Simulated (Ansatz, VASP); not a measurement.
# Two plane-wave programs on TiAl3

```
CELL_PARAMETERS angstrom
0.00000 -3.95567 0.00000
0.00000 0.00000 -3.95567
14.86701 0.00000 0.00000
ATOMIC_POSITIONS crystal
Ti 0.00000 0.00000 0.73168
Ti 0.00000 0.00000 0.19954
Ti 0.00000 0.00000 0.46561
Al 0.50000 0.00000 0.06650
Al 0.50000 0.00000 0.33257
Al 0.50000 0.00000 0.59864
Al 0.00000 0.50000 0.06650
Al 0.00000 0.50000 0.33257
Al 0.00000 0.50000 0.59864
Al 0.50000 0.50000 0.73168
Al 0.50000 0.50000 0.19954
Al 0.50000 0.50000 0.46561
```

Alike in both runs: task single point; functional r2SCAN; k mesh 12 × 12 × 4; occupations gaussian, width 0.15 eV; no spin polarisation.

|  | VASP | Ansatz |
| --- | --- | --- |
| version | VASP 6.6.1 | Ansatz 0.2.0 |
| potentials or method | VASP PAW PBE potentials, release 64 (Ti_sv, Al), cutoff 520 eV | scalar-relativistic, plane waves, PAW |
| valence electrons in the cell | 63 | 63 |

Ansatz gave:

| Item | Value |
| --- | --- |
| gap on the k mesh at the Fermi level (eV) | none |
| pressure (GPa) | -2.0 |
| traceless stress, the component that is largest in VASP (GPa) | 1.84 |
| rms of the force components (eV/Å) | 0.232 |

Which values does VASP return?

gap on the k mesh at the Fermi level (eV): none; pressure (GPa): -2.1; traceless stress, the component that is largest in VASP (GPa): 1.86; rms of the force components (eV/Å): 0.229.

VASP's potentials were made for PBE, not for r2SCAN. Atom by atom the forces differ by 0.004 eV/Å (rms over components). A gap of «none» marks a metal or a gap that the smearing closes. The functional is the same, so the differences come from potentials, cutoffs and numerics.
